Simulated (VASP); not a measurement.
The system is VOs.

```xyz
2
Lattice="3.0166 0.0000 0.0000 0.0000 3.0166 0.0000 0.0000 0.0000 3.0166" Properties=species:S:1:pos:R:3 pbc="T T T"
V     0.0000    0.0000    0.0000
Os    1.5083    1.5083    1.5083
```

Base run:

```yaml
Program: VASP 6.6.1
Functional: LDA
Potentials_or_basis: VASP PAW LDA potentials, release 64 (V_sv, Os)
Cutoff: 520 eV
k_mesh: 11 × 11 × 11
Occupations: fermi-dirac, width 0.1 eV
Spin: collinear spin, ferromagnetic start
Starting_moments: "[0.66, 0.02] μB"
Fixed_moment: 0.7 μB
```

Its results: pressure -12.5 GPa; site moments V +0.61; Os +0.03 μB.

**Question.** The run is repeated on the same cell with these changes: fixed moment from 0.7 μB to 1.4 μB; moments at the start from [0.66, 0.02] to [1.13, 0.17]. What comes out?

**Answer.** Pressure -9.5 GPa; site moments V +1.06; Os +0.21 μB.

Caveats: the total moment is fixed, so each spin has its own Fermi level.
